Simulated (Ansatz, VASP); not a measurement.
Sb in VASP and in Ansatz

The input INCAR:

```
SYSTEM = Sb
  ALGO = Normal
  EDIFF = 1E-6
  ENCUT = 520
  GGA = CA
  ISIF = 2
  ISMEAR = -1
  LASPH = .True.
  LCHARG = .False.
  LREAL = .False.
  LWAVE = .False.
  NBANDS = 8
  NELM = 80
  PREC = Accurate
  SIGMA = 0.1
```

File KPOINTS:

```
k-points
0
Gamma
  15 15 15
  0 0 0
```

The input POSCAR:

```
Sb
1.0
    0.0000000000      2.0812103858      2.0812103858
    2.0812103858      0.0000000000      2.0812103858
    2.0812103858      2.0812103858      0.0000000000
Sb
1
Direct
    0.0000000000      0.0000000000      0.0000000000
```

Input for Ansatz:

```yaml
crystal:
  lattice:
    - [0.0, 2.0812103858, 2.0812103858]
    - [2.0812103858, 0.0, 2.0812103858]
    - [2.0812103858, 2.0812103858, 0.0]
  atoms:
    - { symbol: Sb, position: [0.0, 0.0, 0.0] }
kpoints:
  mp_grid: { grid: [15, 15, 15] }
scf:
  occupations: { method: fermi_dirac, width: 0.1 }
hamiltonian:
  xc: lda
  pseudopotentials: { kind: paw }
output:
  forces: true
  stress: true
  eigenvalues: true
  populations: true
  write_density: true
  write_potential: true
  elf: true
  volumetric_format: npy
```

Change from the starting cell: volume scaled by 0.7, PAW files.

Alike in both runs: task single point; functional LDA; k mesh 15 × 15 × 15; occupations fermi-dirac, width 0.1 eV; no spin polarisation.

```csv
,VASP,Ansatz
version,VASP 6.6.1,Ansatz 0.2.0
potentials or method,"VASP PAW LDA potentials, release 64 (Sb)","PAW with Ansatz's default frozen-core files, scalar-relativistic"
plane-wave cutoff (eV),520,420
valence electrons in the cell,5,15
```

|  | VASP | Ansatz | Ansatz less VASP |
| --- | --- | --- | --- |
| pressure (GPa) | 58.0 | 56.2 | -1.84 |

LDA's correlation is that of Perdew and Zunger in VASP and of Perdew and Wang (1992) in Ansatz. Both programs put the cell under a high pressure, so it lies far from rest at this level. VASP's potentials hold 5 valence electrons a cell and Ansatz's 15, so a difference there can come from the potentials and not from the codes.

Spin-orbit coupling is off throughout.
